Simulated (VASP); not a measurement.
# Sr2Cl3 (P-3m1) in VASP: relaxation of cell and atoms with PBE

Aim: the relaxation of cell and atoms of Sr2Cl3 with PBE.

Program: VASP 6.6.1. These are calculated values, not measurements. Logs are shortened: lines on timing, memory, paths and dates and some standing lists are left out, and cuts for length are marked.

### Step 1. The cell of the first run

Symmetry: P-3m1, No. 164, trigonal system. The conventional cell has a = 5.126 Å, b = 5.126 Å, c = 6.148 Å, α = 90.00°, β = 90.00°, γ = 120.00°. Within 3.9 Å of Sr (site symmetry 3m) lie 8 Cl at 2.98 to 3.28 Å. Within 4.3 Å of Cl (site symmetry -3m) lie 6 Sr at 3.28 Å and 6 Cl at 3.43 Å. Within 4.1 Å of Cl (site symmetry 3m) lie 5 Sr at 2.98 to 3.13 Å and 6 Cl at 3.43 to 4.00 Å.

### Step 2. Relaxation of cell and atoms, PBE

INCAR reads:

```
SYSTEM = Sr2Cl3
PREC     = Accurate       ! precision mode
ENCUT    = 600            ! plane-wave cutoff, eV
EDIFF    = 1E-6           ! SCF threshold, eV
ISMEAR   = 0              ! smearing method
SIGMA    = 0.1            ! smearing width, eV
LREAL    = .False.        ! projectors in reciprocal space
LASPH    = .True.         ! aspherical terms in the spheres
NELM     = 80             ! most SCF steps
ALGO     = Normal         ! electronic algorithm
ISIF     = 3              ! what is computed and relaxed
LWAVE    = .False.        ! write WAVECAR
LCHARG   = .False.        ! write CHGCAR
GGA      = PE             ! functional
IBRION   = 2              ! ionic algorithm
NSW      = 100            ! ionic steps
EDIFFG   = -0.01          ! ionic threshold
```

KPOINTS reads:

```
Automatic mesh
0
Gamma
  12 12 6
  0 0 0
```

POSCAR reads:

```
Sr2Cl3
1.0
    5.1262629445      0.0000000000      0.0000000000
   -2.5631314723      4.4394739365      0.0000000000
    0.0000000000      0.0000000000      6.1482074573
Sr Cl
2 3
Direct
    0.3333333333      0.6666666667      0.2287717587
    0.6666666667      0.3333333333      0.7712282413
    0.0000000000      0.0000000000      0.0000000000
    0.3333333333      0.6666666667      0.7188732709
    0.6666666667      0.3333333333      0.2811267291
```

Potentials or basis: VASP PAW PBE potentials, release 64 (Sr_sv, Cl).

Run with:

```
> cat potpaw_PBE.64/Sr_sv/POTCAR potpaw_PBE.64/Cl/POTCAR > POTCAR
> mpirun -np 1 vasp_std > vasp.out
```

OUTCAR:

```text
SYSTEM = Sr2Cl3
   PREC = Accurate
   ENCUT = 600
   EDIFF = 1E-6
   ISMEAR = 0
   LREAL = .False.
   LASPH = .True.
   NELM = 80
   ISIF = 3
   GGA = PE
   IBRION = 2
   NSW = 100
   EDIFFG = -0.01

 ion  position               nearest neighbor table
   1  0.333  0.667  0.229-   5 2.98   5 2.98   5 2.98   4 3.01   4 3.13   3 3.28   3 3.28   3 3.28
                             2 4.08   2 4.08   2 4.08   2 4.46   2 4.46   2 4.46
   2  0.667  0.333  0.771-   4 2.98   4 2.98   4 2.98   5 3.01   5 3.13   3 3.28   3 3.28   3 3.28
                             1 4.08   1 4.08   1 4.08   1 4.46   1 4.46   1 4.46
   3  0.000  0.000  0.000-   1 3.28   2 3.28   2 3.28   1 3.28   2 3.28   1 3.28
   4  0.333  0.667  0.719-   2 2.98   2 2.98   2 2.98   1 3.01   1 3.13
   5  0.667  0.333  0.281-   1 2.98   1 2.98   1 2.98   2 3.01   2 3.13

  LATTYP: Found a hexagonal cell.
 ALAT       =     5.1262629445
 C/A-ratio  =     1.1993546808

  Lattice vectors:

 A1 = (   5.1262629445,   0.0000000000,   0.0000000000)
 A2 = (  -2.5631314723,   4.4394739365,   0.0000000000)
 A3 = (   0.0000000000,   0.0000000000,   6.1482074573)

Analysis of symmetry for initial positions (statically):
=====================================================================
 Subroutine PRICEL returns:
 Original cell was already a primitive cell.

 Routine SETGRP: Setting up the symmetry group for a
 hexagonal supercell.

 Subroutine GETGRP returns: Found 12 space group operations
 (whereof 12 operations were pure point group operations)
 out of a pool of 24 trial point group operations.

The static configuration has the point symmetry D_3d.

Analysis of symmetry for dynamics (positions and initial velocities):
=====================================================================
 Subroutine PRICEL returns:
 Original cell was already a primitive cell.

 Routine SETGRP: Setting up the symmetry group for a
 hexagonal supercell.

 Subroutine GETGRP returns: Found 12 space group operations
 (whereof 12 operations were pure point group operations)
 out of a pool of 24 trial point group operations.

The dynamic configuration has the point symmetry D_3d.

 Subroutine INISYM returns: Found 12 space group operations
 (whereof 12 operations are pure point group operations),
 and found     1 'primitive' translations

----------------------------------------------------------------------------------------

                                     Primitive cell

  volume of cell :     139.9204

[... 98 lines left out ...]
   IBRION =      2    ionic relax: 0-MD 1-quasi-New 2-CG
   NFREE  =      1    steps in history (QN), initial steepest desc. (CG)
   ISIF   =      3    stress and relaxation
   ISYM   =      2    0-nonsym 1-usesym 2-fastsym
   POTIM  = 0.5000    time-step for ionic-motion
   TEBEG  =    0.0;   TEEND  =   0.0 temperature during run
   PSTRESS=    0.0 pullay stress
   NELECT =      41.0000    total number of electrons
   NUPDOWN=      -1.0000    fix difference up-down
   EMIN   =  10.00;   EMAX   =-10.00  energy-range for DOS
   EFERMI =   0.00;   METHOD = LEGACY
   ISMEAR =     0;   SIGMA  =   0.10  broadening in eV -4-tet -1-fermi 0-gaus
   EFERMI_NEDOS =   21; number of points for ismear=-14 and -15
   IALGO  =     38    algorithm
   IMIX   =      4    mixing-type and parameters
     AMIX     =   0.40;   BMIX     =  1.00
     AMIX_MAG =   1.60;   BMIX_MAG =  1.00
  volume/ion in A,a.u.               =      27.98       188.85
  Fermi-wavevector in a.u.,A,eV,Ry     =   1.087366  2.054824 16.087055  1.182365
  Thomas-Fermi vector in A             =   2.223524
   LORBIT       =      0    0 simple, 1 ext, 2 COOP (PROOUT), +10 PAW based schemes
   GGA     = PE    functional components
   LHFCALC =     F    Hartree Fock is set to
   AEXX    =    0.0000 exact exchange contribution
   IVDW    =     0    specifies the selected vdW correction
   LEPSILON=     F    determine dielectric tensor
   LRPA    =     F    only Hartree local field effects (RPA)
 conjugate gradient relaxation of ions
 non-spin polarized calculation
 Gauss-broadening in eV      SIGMA  =   0.10
  energy-cutoff  :      600.00
  volume of cell :      139.92
 maximum number of plane-waves:      4700
 NGX is ok and might be reduce to    42
   NGX = 21   NGY = 21   NGZ = 25

--------------------------------------- Ionic step        1  -------------------------------------------

 number of electron      41.0000001 magnetization

 Free energy of the ion-electron system (eV)
  ---------------------------------------------------
  ext. energy  EPLUGINS =         0.00000000
  ---------------------------------------------------
  free energy    TOTEN  =       -18.90684669 eV

  energy without entropy =      -18.89657319  energy(sigma->0) =      -18.90170994

------------------------ aborting loop because EDIFF is reached ----------------------------------------

  FORCE on cell =-STRESS in cart. coord.  units (eV):
  Direction    XX          YY          ZZ          XY          YZ          ZX
  --------------------------------------------------------------------------------------
  -------------------------------------------------------------------------------------
  Total        0.2832792      0.2832792      0.1968190     -0.0000000     -0.0000000      0.0000000
  in kB        3.2437270      3.2437270      2.2537037     -0.0000000     -0.0000000      0.0000000
  external PRESSURE =       2.9137192 kB  Pullay stress =       0.0000000 kB
[... 65 lines left out ...]
--------------------------------------- Ionic step        3  -------------------------------------------

 number of electron      41.0000000 magnetization

 Free energy of the ion-electron system (eV)
  ---------------------------------------------------
  ext. energy  EPLUGINS =         0.00000000
  ---------------------------------------------------
  free energy    TOTEN  =       -18.90805194 eV

  energy without entropy =      -18.89784486  energy(sigma->0) =      -18.90294840

 E-fermi :   5.3926     XC(G=0):  -8.6243

 val. band max:        5.3913890600   @ k =   0.4167   0.1667   0.3333
 cond. band min:       5.3952737863   @ k =   0.2500   0.2500   0.3333
 fundamental gap:      0.0038847263
 Fermi energy:         5.3926232257

 k-point     1 :       0.0000    0.0000    0.0000
  band No.  band energies     occupation
      1     -32.4209      2.00000
      2     -32.4019      2.00000
      3     -14.6022      2.00000
      4     -14.4636      2.00000
      5     -14.4636      2.00000
      6     -14.3952      2.00000
[... 637 lines left out ...]
     23       5.7214      0.00000
     24       6.7075      0.00000

 [... further k-points ...]
[... 5 lines left out ...]
  --------------------------------------------------------------------------------------
  -------------------------------------------------------------------------------------
  Total        0.0035265      0.0035265      0.0071480     -0.0000000      0.0000000      0.0000000
  in kB        0.0400046      0.0400046      0.0810861     -0.0000000      0.0000000      0.0000000
  external PRESSURE =       0.0536985 kB  Pullay stress =       0.0000000 kB
[... 20 lines left out ...]
  FREE ENERGIE OF THE ION-ELECTRON SYSTEM (eV)
  ---------------------------------------------------
  free  energy   TOTEN  =       -18.9080519376 eV

  energy  without entropy=      -18.8978448623  energy(sigma->0) =      -18.90294840

 reached required accuracy - stopping structural energy minimisation
```

Wall time 19 min (1 thread of Intel Xeon 8259CL, shared host); peak memory 0.54 GiB.

What came out:

```yaml
Free_energy: -18.9081 eV
Relaxed_volume: 28.25 Å³/atom
Relaxed_cell: a = 5.144 Å, b = 5.144 Å, c = 6.163 Å, α = 90.00°, β = 90.00°, γ = 120.00°
Space_group_after_relaxing_to_0.1_Å: P-3m1 (No. 164)
Energy_gained_by_relaxing: 0.2 meV/atom
Ionic_steps: 3
Pressure_after_relaxing: 0.0 GPa
Largest_force_after_relaxing: 0.007 eV/Å
Band_gap_on_the_k_mesh: zero (an odd number of electrons rules out a gap without spin polarisation)
```

Forces on the atoms (eV/Å):
```
Sr   0.000  0.000 -0.007
Sr   0.000  0.000  0.007
Cl   0.000  0.000  0.000
Cl   0.000  0.000  0.007
Cl   0.000  0.000 -0.007
```

The path:
| step | energy change (eV) | largest force (eV/Å) | pressure (GPa) | volume (Å³) |
| --- | --- | --- | --- | --- |
| 1 | 0.0000 | 0.0077 | 0.29 | 139.92 |
| 2 | -0.0012 | 0.0069 | 0.06 | 140.95 |
| 3 | -0.0012 | 0.0070 | 0.01 | 141.24 |

Final structure:
```cif
data_structure
_symmetry_space_group_name_H-M 'P 1'
_symmetry_Int_Tables_number 1
_cell_length_a 5.1441
_cell_length_b 5.1441
_cell_length_c 6.1631
_cell_angle_alpha 90.000
_cell_angle_beta 90.000
_cell_angle_gamma 120.000
_cell_volume 141.24
loop_
_atom_site_label
_atom_site_type_symbol
_atom_site_fract_x
_atom_site_fract_y
_atom_site_fract_z
_atom_site_occupancy
Sr1 Sr 0.33333 0.66667 0.22870 1
Sr2 Sr 0.66667 0.33333 0.77130 1
Cl1 Cl 0.00000 0.00000 0.00000 1
Cl2 Cl 0.33333 0.66667 0.71889 1
Cl3 Cl 0.66667 0.33333 0.28111 1
```

Levels at points of the mesh, in eV from the Fermi level:
```
           k point  band 17  band 18  band 19  band 20  band 21  band 22  band 23  band 24
(0.00, 0.00, 0.00)    -6.61    -5.77    -5.61    -5.61    -0.81     0.01     0.01     1.08
(0.50, 0.00, 0.00)    -6.52    -5.89    -5.78    -5.30    -0.35     0.23     1.20     1.30
(0.00, 0.00, 0.50)    -6.82    -6.01    -5.68    -5.68     0.72     1.08     1.08     1.28
(0.50, 0.00, 0.50)    -6.73    -5.72    -5.65    -5.42     0.72     1.17     1.55     1.73
```

Caveat: an odd number of electrons without spin polarisation forces a metal; a magnetic or distorted state may lie lower.
